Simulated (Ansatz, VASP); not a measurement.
## One calculation of P, two programs

INCAR

```
PREC = Accurate
ENCUT = 500
EDIFF = 1E-6
ISMEAR = -1
SIGMA = 0.15
LREAL = F
LASPH = T
NELM = 120
ALGO = Normal
ISIF = 2
LWAVE = F
LCHARG = T
GGA = LIBXC
LIBXC1 = GGA_X_PBE
LIBXC2 = LDA_C_PW
LELF = T
LVHAR = T
NBANDS = 18
GGA_COMPAT = F
```

File KPOINTS:

```
regular mesh
0
Gamma
  8 8 6
```

Contents of POSCAR:

```
P
1.0
    1.6694264413     -5.5369543634      0.0000000000
    1.6694264413      5.5369543634      0.0000000000
    0.0000000000      0.0000000000      4.6034271255
P
4
Direct
    0.9041431300      0.0958568700      0.5888151700
    0.0958568700      0.9041431300      0.4111848300
    0.5958568700      0.4041431300      0.0888151700
    0.4041431300      0.5958568700      0.9111848300
```

The input input.yaml:

```yaml
crystal:
  lattice:
    - [1.6694264413, -5.5369543634, 0.0]
    - [1.6694264413, 5.5369543634, 0.0]
    - [0.0, 0.0, 4.6034271255]
  atoms:
    - { symbol: P, position: [0.90414313, 0.09585687, 0.58881517] }
    - { symbol: P, position: [0.09585687, 0.90414313, 0.41118483] }
    - { symbol: P, position: [0.59585687, 0.40414313, 0.08881517] }
    - { symbol: P, position: [0.40414313, 0.59585687, 0.91118483] }
kpoints:
  mp_grid: { grid: [8, 8, 6] }
scf:
  occupations: { method: fermi_dirac, width: 0.15 }
hamiltonian:
  xc: { exchange: pbe, correlation: lda }
  pseudopotentials: { kind: all_electron, lapw: { basis_error: 0.0005 } }
output:
  forces: true
  stress: true
  eigenvalues: true
```

Change from the starting cell: volume scaled by 1.04.

Alike in both runs: task single point; functional pbe exchange, lda correlation; k mesh 8 × 8 × 6; occupations fermi-dirac, width 0.15 eV; no spin polarisation.

```csv
,VASP,Ansatz
version,VASP 6.6.1,Ansatz 0.2.0
potentials or method,"VASP PAW PBE potentials, release 64 (P), cutoff 500 eV","all-electron LAPW, scalar-relativistic"
```

```csv
,VASP,Ansatz,Ansatz less VASP
pressure (GPa),4.4,4.8,+0.33
"traceless stress, the component that is largest in VASP (GPa)",0.25,0.28,+0.025
rms of the force components (eV/Å),0.042,0.070,+0.0273
```

VASP's potentials were made for PBE, not for pbe exchange, lda correlation. Atom by atom the forces differ by 0.029 eV/Å (rms over components). Ansatz ran all-electron here, and VASP with PAW potentials.
